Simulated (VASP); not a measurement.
Wanted: the native input for a VASP 6.6.1 run.

- Task: single point
- Functional: PBE
- Potentials or basis: VASP PAW PBE potentials, release 64 (Ga_d, P)
- Cutoff: 520 eV
- k mesh: 8 × 8 × 8
- Occupations: gaussian, width 0.05 eV
- Spin: no spin polarisation
- Dipole correction: no
- Further INCAR settings: ALGO = Normal; EDIFF = 1e-06; NBANDS = 16

The structure of GaP lies in POSCAR:

```
GaP
1.0
    0.0000000000      2.7252500000      2.7252500000
    2.6571187500      0.0000000000      2.7252500000
    2.6571187500      2.7252500000      0.0000000000
Ga P
1 1
Direct
    0.0000000000      0.0000000000      0.0000000000
    0.7500000000      0.7500000000      0.7500000000
```

This cell differs from its parent crystal: strain -0.0250 x Voigt [1, 0, 0, 0, 0, 0].

The input as run:

INCAR

```
SYSTEM = GaP
PREC = Accurate
ENCUT = 520
EDIFF = 1E-6
ISMEAR = 0
SIGMA = 0.05
LREAL = .False.
LASPH = .True.
NELM = 100
ALGO = Normal
ISIF = 2
LWAVE = .False.
LCHARG = .False.
GGA = PE
NBANDS = 16
```

KPOINTS

```
Automatic mesh
0
Gamma
  8 8 8
  0 0 0
```

Potentials or basis: VASP PAW PBE potentials, release 64 (Ga_d, P).

Run with:

```console
$ cat potpaw_PBE.64/Ga_d/POTCAR potpaw_PBE.64/P/POTCAR > POTCAR
$ mpirun -np 1 vasp_std > vasp.out
```

It gave:

- Pressure: 4.7 GPa
- Band gap on the k mesh: 1.35 eV, indirect (least direct gap 1.94 eV)

Caveat: the cell differs from its parent crystal (strain -0.0250 x Voigt [1, 0, 0, 0, 0, 0]).

Run time: 68 s on 1 thread of AMD EPYC 7R13 (shared host), peak memory 0.15 GiB.
